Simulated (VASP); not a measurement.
# BeS (F-43m) in VASP: notebook

BeS is run at these levels: PBE, revPBE; tasks: relaxation of the atoms, single point.

Everything below comes from runs of VASP 6.6.1. Logs are shortened: lines on timing, memory, paths and dates and some standing lists are left out, and cuts for length are marked.

### 1 The cell of the first run

It takes space group F-43m (No. 216, cubic). Conventional cell: a = 4.870 Å, b = 4.870 Å, c = 4.870 Å, α = 90.00°, β = 90.00°, γ = 90.00°. Be (site symmetry -43m) has 4 S at 2.11 Å within 2.8 Å. S (site symmetry -43m) has 4 Be at 2.11 Å within 2.8 Å.

### 2 Relaxation of the atoms, PBE, collinear spin, ferromagnetic start

Input file INCAR:

```
SYSTEM = BeS
ALGO     = Normal         ! electronic algorithm
EDIFF    = 1E-6           ! SCF threshold, eV
EDIFFG   = -0.06          ! ionic threshold
ENCUT    = 520            ! plane-wave cutoff, eV
GGA      = PE             ! functional
IBRION   = 2              ! ionic algorithm
ISIF     = 2              ! what is computed and relaxed
ISMEAR   = 0              ! smearing method
ISPIN    = 2              ! spin polarisation
LASPH    = .TRUE.         ! aspherical terms in the spheres
LCHARG   = .FALSE.        ! write CHGCAR
LORBIT   = 11             ! projections on sites
LREAL    = .FALSE.        ! projectors in reciprocal space
LWAVE    = .FALSE.        ! write WAVECAR
MAGMOM   = 0 -4           ! initial moments
NELM     = 150            ! most SCF steps
NSW      = 25             ! ionic steps
PREC     = Accurate       ! precision mode
SIGMA    = 0.1            ! smearing width, eV
```

Input file KPOINTS:

```
Automatic mesh
0
Gamma
  1 1 1
  0.05 0.8 0.8
```

Input file POSCAR:

```
BeS
1.0
    0.0000000000      2.4351516489      2.4351516489
    2.4351516489      0.0000000000      2.4351516489
    2.4351516489      2.4351516489      0.0000000000
Be S
1 1
Direct
    0.0000000000      0.0000000000      0.0000000000
    0.7500000000      0.7500000000      0.7500000000
```

Potentials or basis: VASP PAW PBE potentials, release 64 (Be, S).

Launch:

```bash
$ cat potpaw_PBE.64/Be/POTCAR potpaw_PBE.64/S/POTCAR > POTCAR
$ mpirun -np 1 vasp_std > vasp.out
```

OUTCAR:

```text
SYSTEM = BeS
   EDIFF = 1E-6
   EDIFFG = -0.06
   ENCUT = 520
   GGA = PE
   IBRION = 2
   ISIF = 2
   ISMEAR = 0
   ISPIN = 2
   LASPH = .TRUE.
   LORBIT = 11
   LREAL = .FALSE.
   NELM = 150
   NSW = 25
   PREC = Accurate

 ion  position               nearest neighbor table
   1  0.000  0.000  0.000-   2 2.11   2 2.11   2 2.11   2 2.11
   2  0.750  0.750  0.750-   1 2.11   1 2.11   1 2.11   1 2.11

  LATTYP: Found a face centered cubic cell.
 ALAT       =     4.8703032978

  Lattice vectors:

 A1 = (   0.0000000000,   2.4351516489,   2.4351516489)
 A2 = (   2.4351516489,   0.0000000000,   2.4351516489)
 A3 = (   2.4351516489,   2.4351516489,   0.0000000000)

Analysis of symmetry for initial positions (statically):
=====================================================================
 Subroutine PRICEL returns:
 Original cell was already a primitive cell.

 Routine SETGRP: Setting up the symmetry group for a
 face centered cubic supercell.

 Subroutine GETGRP returns: Found 24 space group operations
 (whereof 24 operations were pure point group operations)
 out of a pool of 48 trial point group operations.

The static configuration has the point symmetry T_d .

Analysis of symmetry for dynamics (positions and initial velocities):
=====================================================================
 Subroutine PRICEL returns:
 Original cell was already a primitive cell.

 Routine SETGRP: Setting up the symmetry group for a
 face centered cubic supercell.

 Subroutine GETGRP returns: Found 24 space group operations
 (whereof 24 operations were pure point group operations)
 out of a pool of 48 trial point group operations.

The dynamic configuration has the point symmetry T_d .

Analysis of structural, dynamic, and magnetic symmetry:
=====================================================================
 Subroutine PRICEL returns:
 Original cell was already a primitive cell.

 Routine SETGRP: Setting up the symmetry group for a
 face centered cubic supercell.

 Subroutine GETGRP returns: Found 24 space group operations
 (whereof 24 operations were pure point group operations)
 out of a pool of 48 trial point group operations.

The overall configuration has the point symmetry T_d .

 Subroutine INISYM returns: Found 24 space group operations
 (whereof 24 operations are pure point group operations),
 and found     1 'primitive' translations

----------------------------------------------------------------------------------------

                                     Primitive cell

  volume of cell :      28.8807

  direct lattice vectors                    reciprocal lattice vectors
     0.000000000  2.435151649  2.435151649    -0.205326022  0.205326022  0.205326022
     2.435151649  0.000000000  2.435151649     0.205326022 -0.205326022  0.205326022
     2.435151649  2.435151649  0.000000000     0.205326022  0.205326022 -0.205326022

  length of vectors
     3.443824488  3.443824488  3.443824488     0.355635101  0.355635101  0.355635101

  position of ions in fractional coordinates (direct lattice)
     0.000000000  0.000000000  0.000000000
     0.750000000  0.750000000  0.750000000

  ion indices of the primitive-cell ions
   primitive index   ion index
                 1           1
                 2           2

----------------------------------------------------------------------------------------

 KPOINTS: Automatic mesh

Automatic generation of k-mesh.
 Grid dimensions read from file:
 generate k-points for:    1    1    1

 Generating k-lattice:

  Cartesian coordinates                     Fractional coordinates (reciprocal lattice)
    -0.205326022  0.205326022  0.205326022     1.000000000  0.000000000  0.000000000
     0.205326022 -0.205326022  0.205326022     0.000000000  1.000000000  0.000000000
     0.205326022  0.205326022 -0.205326022     0.000000000  0.000000000  1.000000000

  Length of vectors
     0.355635101  0.355635101  0.355635101

  Shift w.r.t. Gamma in fractional coordinates (k-lattice)
     0.050000000  0.800000000  0.800000000

 Subroutine IBZKPT returns following result:
 ===========================================

 Found      1 irreducible k-points:

 Following reciprocal coordinates:
            Coordinates               Weight
  0.050000 -0.200000 -0.200000     24.000000
   k-points           NKPTS =      1   k-points in BZ     NKDIM =      1   number of bands    NBANDS=     10
   number of dos      NEDOS =    301   number of ions     NIONS =      2
   total plane-waves  NPLWV =  21952
   dimension x,y,z NGX =    28 NGY =   28 NGZ =   28
   dimension x,y,z NGXF=    56 NGYF=   56 NGZF=   56
   ions per type =               1   1
   NGX,Y,Z   is equivalent  to a cutoff of  13.52, 13.52, 13.52 a.u.
   NGXF,Y,Z  is equivalent  to a cutoff of  27.03, 27.03, 27.03 a.u.
 SYSTEM =  BeS
   PREC   = accura    normal or accurate (medium, high low for compatibility)
   ISTART =      0    job   : 0-new  1-cont  2-samecut
   ICHARG =      2    charge: 1-file 2-atom 10-const
   ISPIN  =      2    spin polarized calculation?
   LNONCOLLINEAR =      F non collinear calculations
   LSORBIT =      F    spin-orbit coupling
   LASPH  =      T    aspherical Exc in radial PAW
   ENCUT  =  520.0 eV  38.22 Ry    6.18 a.u.   6.40  6.40  6.40*2*pi/ulx,y,z
   NELM   =    150;   NELMIN=  2; NELMDL= -5     # of ELM steps
   EDIFF  = 0.1E-05   stopping-criterion for ELM
   LREAL  =      F    real-space projection
   EDIFFG = -.6E-01   stopping-criterion for IOM
   NSW    =     25    number of steps for IOM
   IBRION =      2    ionic relax: 0-MD 1-quasi-New 2-CG
   NFREE  =      1    steps in history (QN), initial steepest desc. (CG)
   ISIF   =      2    stress and relaxation
   ISYM   =      2    0-nonsym 1-usesym 2-fastsym
   POTIM  = 0.5000    time-step for ionic-motion
   TEBEG  =    0.0;   TEEND  =   0.0 temperature during run
   PSTRESS=    0.0 pullay stress
   NELECT =       8.0000    total number of electrons
   NUPDOWN=      -1.0000    fix difference up-down
   EMIN   =  10.00;   EMAX   =-10.00  energy-range for DOS
   EFERMI =   0.00;   METHOD = LEGACY
   ISMEAR =     0;   SIGMA  =   0.10  broadening in eV -4-tet -1-fermi 0-gaus
   EFERMI_NEDOS =   21; number of points for ismear=-14 and -15
   IALGO  =     38    algorithm
   IMIX   =      4    mixing-type and parameters
     AMIX     =   0.40;   BMIX     =  1.00
     AMIX_MAG =   1.60;   BMIX_MAG =  1.00
  volume/ion in A,a.u.               =      14.44        97.45
  Fermi-wavevector in a.u.,A,eV,Ry     =   1.067175  2.016668 15.495153  1.138862
  Thomas-Fermi vector in A             =   2.202783
   LORBIT       =     11    0 simple, 1 ext, 2 COOP (PROOUT), +10 PAW based schemes
   GGA     = PE    functional components
   LHFCALC =     F    Hartree Fock is set to
   AEXX    =    0.0000 exact exchange contribution
   IVDW    =     0    specifies the selected vdW correction
   LEPSILON=     F    determine dielectric tensor
   LRPA    =     F    only Hartree local field effects (RPA)
 conjugate gradient relaxation of ions
 spin polarized calculation
 Gauss-broadening in eV      SIGMA  =   0.10
  energy-cutoff  :      520.00
  volume of cell :       28.88
 maximum number of plane-waves:       787
 NGX is ok and might be reduce to    28
   NGX = 13   NGY = 13   NGZ = 13

 number of electron       7.9999999 magnetization       0.0003915

 number of electron       7.9999999 magnetization      -0.0000108

 Free energy of the ion-electron system (eV)
  ---------------------------------------------------
  ext. energy  EPLUGINS =         0.00000000
  ---------------------------------------------------
  free energy    TOTEN  =        -5.24094591 eV

  energy without entropy =       -5.24094591  energy(sigma->0) =       -5.24094591

 E-fermi :   3.5749     XC(G=0):  -9.5328

 val. band max:        3.0557318387   @ k =   0.0500  -0.2000  -0.2000
 cond. band min:       8.8967414474   @ k =   0.0500  -0.2000  -0.2000
 fundamental gap:      5.8410096087
 Fermi energy:         3.5748745521

 spin component 1

 k-point     1 :       0.0500   -0.2000   -0.2000
  band No.  band energies     occupation
      1      -8.4125      1.00000
      2       1.9119      1.00000
      3       3.0214      1.00000
      4       3.0557      1.00000
      5       8.8968      0.00000
      6      11.2103      0.00000
      7      12.3519      0.00000
      8      12.4263      0.00000
      9      15.1709      0.00000
     10      18.0819      0.00000
 Fermi energy:         3.5748745521

 spin component 2

 k-point     1 :       0.0500   -0.2000   -0.2000
  band No.  band energies     occupation
      1      -8.4125      1.00000
      2       1.9119      1.00000
      3       3.0214      1.00000
      4       3.0557      1.00000
      5       8.8967      0.00000
      6      11.2103      0.00000
      7      12.3518      0.00000
      8      12.4263      0.00000
      9      15.1709      0.00000
     10      18.0820      0.00000

------------------------ aborting loop because EDIFF is reached ----------------------------------------

  FORCE on cell =-STRESS in cart. coord.  units (eV):
  Direction    XX          YY          ZZ          XY          YZ          ZX
  --------------------------------------------------------------------------------------
  -------------------------------------------------------------------------------------
  Total        5.1291229      5.1291229      5.1291229     -0.0000000      0.0000000     -0.0000000
  in kB      284.5415257    284.5415257    284.5415257     -0.0000000      0.0000000     -0.0000000
  external PRESSURE =     284.5415257 kB  Pullay stress =       0.0000000 kB

 VOLUME and BASIS-vectors are now :
 -----------------------------------------------------------------------------
  energy-cutoff  :      520.00
  volume of cell :       28.88
      direct lattice vectors                 reciprocal lattice vectors
     0.000000000  2.435151649  2.435151649    -0.205326022  0.205326022  0.205326022
     2.435151649  0.000000000  2.435151649     0.205326022 -0.205326022  0.205326022
     2.435151649  2.435151649  0.000000000     0.205326022  0.205326022 -0.205326022

 POSITION                                       TOTAL-FORCE (eV/Angst)
 -----------------------------------------------------------------------------------
      0.00000      0.00000      0.00000         0.000000      0.000000      0.000000
      3.65273      3.65273      3.65273        -0.000000     -0.000000     -0.000000
 -----------------------------------------------------------------------------------
    total drift:                                0.000000      0.000000     -0.000000

  FREE ENERGIE OF THE ION-ELECTRON SYSTEM (eV)
  ---------------------------------------------------
  free  energy   TOTEN  =        -5.2409459129 eV

  energy  without entropy=       -5.2409459129  energy(sigma->0) =       -5.24094591

 reached required accuracy - stopping structural energy minimisation

 total charge

# of ion       s       p       d       tot
------------------------------------------
    1        0.332   0.638   0.000   0.970
    2        1.256   2.690   0.000   3.947
--------------------------------------------------
tot          1.588   3.328   0.000   4.916

 magnetization (x)

# of ion       s       p       d       tot
------------------------------------------
    1       -0.000   0.000   0.000   0.000
    2        0.000  -0.000   0.000  -0.000
--------------------------------------------------
tot         -0.000   0.000   0.000   0.000
```

Run time: 10 s. Hardware: 1 thread of Intel Xeon 6975P-C, shared host; peak memory 0.15 GiB.

What came out:

| Quantity | Value |
| --- | --- |
| Free energy | -5.2409 eV |
| Pressure after relaxing | 28.5 GPa |
| Band gap on the k mesh | 5.84 eV |
| Net moment | 0.00 μB per cell |
| Valence electrons inside the program's atomic spheres | Be 0.97; S 3.95 |

Final structure:
```yaml
crystal:
  lattice:
    - [0.00000, 2.43515, 2.43515]
    - [2.43515, 0.00000, 2.43515]
    - [2.43515, 2.43515, 0.00000]
  atoms:
    - { symbol: Be, position: [0.00000, 0.00000, 0.00000] }
    - { symbol: S, position: [0.75000, 0.75000, 0.75000] }
```

Levels at points of the mesh, in eV from the valence-band top:
Spin up:
| k point | band 2 | band 3 | band 4 | band 5 | band 6 | band 7 |
| --- | --- | --- | --- | --- | --- | --- |
| (0.05, -0.20, -0.20) | -1.14 | -0.03 | 0.00 | 5.84 | 8.15 | 9.30 |
Spin down:
```tsv
k point	band 1	band 2	band 3	band 4	band 5	band 6	band 7	band 8	band 9
(0.05, -0.20, -0.20)	-11.47	-1.14	-0.03	0.00	5.84	8.15	9.30	9.37	12.12
```

Caveat: the k points lie up to 2.23 Å⁻¹ apart; the relaxation stopped at its first step, so nothing moved. A hybrid or GW would open this gap; PBE tends to underestimate it.

### 3 Single point, revPBE

Input file INCAR:

```
PREC     = Accurate       # precision mode
ENCUT    = 520            # plane-wave cutoff, eV
EDIFF    = 1E-6           # SCF threshold, eV
ISMEAR   = 0              # smearing method
SIGMA    = 0.1            # smearing width, eV
LREAL    = F              # projectors in reciprocal space
LASPH    = T              # aspherical terms in the spheres
NELM     = 100            # most SCF steps
ALGO     = Normal         # electronic algorithm
ISIF     = 2              # what is computed and relaxed
LWAVE    = F              # write WAVECAR
LCHARG   = F              # write CHGCAR
GGA      = RE             # functional
NBANDS   = 11             # bands
ISYM     = 0
```

Input file KPOINTS:

```
regular mesh
0
Gamma
  7 5 7
```

POSCAR is that of step 2.

Potentials or basis: VASP PAW PBE potentials, release 64 (Be, S).

Launch:

```bash
$ cat potpaw_PBE.64/Be/POTCAR potpaw_PBE.64/S/POTCAR > POTCAR
$ mpirun -np 1 vasp_std > vasp.out
```

Wall time 62 s (1 thread of Intel Xeon 6975P-C, shared host); peak memory 0.17 GiB.

Results (log left out):

```yaml
Free_energy: -9.4896 eV
Pressure: 2.2 GPa
Band_gap_on_the_k_mesh: 3.37 eV, indirect (least direct gap 5.72 eV)
```

Levels at points of the mesh, in eV from the valence-band top:
```csv
k point,band 1,band 2,band 3,band 4,band 5,band 6,band 7,band 8,band 9
"(0.00, 0.00, 0.00)",-13.60,0.00,0.00,0.00,5.72,5.72,5.72,5.89,12.75
```

Caveat: the k points lie up to 0.45 Å⁻¹ apart; the PAW data sets were made with another functional, which shifts forces and pressure a little. As with any semilocal functional, this revPBE gap is likely too small.

### 4 Single point, PBE

Input file INCAR:

```
SYSTEM = BeS
PREC = Accurate
ENCUT = 520
EDIFF = 1E-6
ISMEAR = 0
SIGMA = 0.1
LREAL = .False.
LASPH = .True.
NELM = 60
ALGO = Normal
ISIF = 2
LWAVE = .False.
LCHARG = .False.
GGA = PE
NBANDS = 11
```

Input file KPOINTS:

```
Automatic mesh
0
Gamma
  1 1 1
  0.05 0.8 0.8
```

POSCAR is that of step 3.

Launch:

```bash
$ cat potpaw_PBE.64/Be/POTCAR potpaw_PBE.64/S/POTCAR > POTCAR
$ mpirun -np 1 vasp_std > vasp.out
```

It took 3.5 s on 1 thread of Intel Xeon 8259CL, shared host; peak memory 0.14 GiB.

Results (log left out):

```
Free energy            : -5.2409 eV
Pressure               : 28.5 GPa
Band gap on the k mesh : 5.84 eV
```

Levels at points of the mesh, in eV from the valence-band top:
```
             k point  band 1  band 2  band 3  band 4  band 5  band 6  band 7  band 8
(0.05, -0.20, -0.20)  -11.47   -1.14   -0.03    0.00    5.84    8.15    9.30    9.37
```

Caveat: the k points lie up to 2.23 Å⁻¹ apart.

### 5 Single point, PBE

Input file INCAR:

```
PREC = Accurate
ENCUT = 520
EDIFF = 1E-6
ISMEAR = 0
SIGMA = 0.01
LREAL = F
LASPH = T
NELM = 60
ALGO = Normal
ISIF = 2
LWAVE = F
LCHARG = F
GGA = PE
NBANDS = 11
```

Input file KPOINTS:

```
regular mesh
0
Gamma
  2 2 2
```

POSCAR is that of step 4.

Potentials or basis: VASP PAW PBE potentials, release 64 (Be, S).

Launch:

```bash
$ cat potpaw_PBE.64/Be/POTCAR potpaw_PBE.64/S/POTCAR > POTCAR
$ mpirun -np 1 vasp_std > vasp.out
```

OUTCAR:

```text
PREC = Accurate
   ENCUT = 520
   EDIFF = 1E-6
   ISMEAR = 0
   LREAL = F
   LASPH = T
   NELM = 60
   ISIF = 2
   GGA = PE

 ion  position               nearest neighbor table
   1  0.000  0.000  0.000-   2 2.11   2 2.11   2 2.11   2 2.11
   2  0.750  0.750  0.750-   1 2.11   1 2.11   1 2.11   1 2.11

  LATTYP: Found a face centered cubic cell.
 ALAT       =     4.8703032978

  Lattice vectors:

 A1 = (   0.0000000000,   2.4351516489,   2.4351516489)
[... 205 lines left out ...]
------------------------ aborting loop because EDIFF is reached ----------------------------------------

  FORCE on cell =-STRESS in cart. coord.  units (eV):
  Direction    XX          YY          ZZ          XY          YZ          ZX
  --------------------------------------------------------------------------------------
  -------------------------------------------------------------------------------------
  Total        2.0166886      2.0166886      2.0166886      0.0000000      0.0000000     -0.0000000
  in kB      111.8771520    111.8771520    111.8771520      0.0000000      0.0000000     -0.0000000
  external PRESSURE =     111.8771520 kB  Pullay stress =       0.0000000 kB

 VOLUME and BASIS-vectors are now :
 -----------------------------------------------------------------------------
  energy-cutoff  :      520.00
  volume of cell :       28.88
      direct lattice vectors                 reciprocal lattice vectors
     0.000000000  2.435151649  2.435151649    -0.205326022  0.205326022  0.205326022
     2.435151649  0.000000000  2.435151649     0.205326022 -0.205326022  0.205326022
     2.435151649  2.435151649  0.000000000     0.205326022  0.205326022 -0.205326022

 POSITION                                       TOTAL-FORCE (eV/Angst)
 -----------------------------------------------------------------------------------
      0.00000      0.00000      0.00000         0.000000      0.000000      0.000000
      3.65273      3.65273      3.65273        -0.000000     -0.000000     -0.000000
 -----------------------------------------------------------------------------------
    total drift:                                0.000000      0.000000     -0.000000

  FREE ENERGIE OF THE ION-ELECTRON SYSTEM (eV)
  ---------------------------------------------------
  free  energy   TOTEN  =        -8.5138016657 eV

  energy  without entropy=       -8.5138016657  energy(sigma->0) =       -8.51380167
```

It took 4.7 s on 1 thread of Intel Xeon 8259CL, shared host; peak memory 0.14 GiB.

What came out:

| Quantity | Value |
| --- | --- |
| Free energy | -8.5138 eV |
| Pressure | 11.2 GPa |
| Band gap on the k mesh | 2.96 eV, indirect (least direct gap 5.47 eV) |

Levels at points of the mesh, in eV from the valence-band top:
| k point | band 2 | band 3 | band 4 | band 5 | band 6 | band 7 |
| --- | --- | --- | --- | --- | --- | --- |
| (0.00, 0.00, 0.00) | 0.00 | 0.00 | 0.00 | 5.47 | 5.47 | 5.47 |
| (0.50, 0.00, 0.00) | -5.83 | -1.05 | -1.05 | 5.29 | 6.37 | 6.37 |
| (0.50, 0.50, 0.00) | -5.07 | -2.67 | -2.67 | 2.96 | 4.74 | 12.55 |

Caveat: the k points lie up to 1.12 Å⁻¹ apart. A k mesh can miss the band edges.

(Continued in part 2 of 2.)
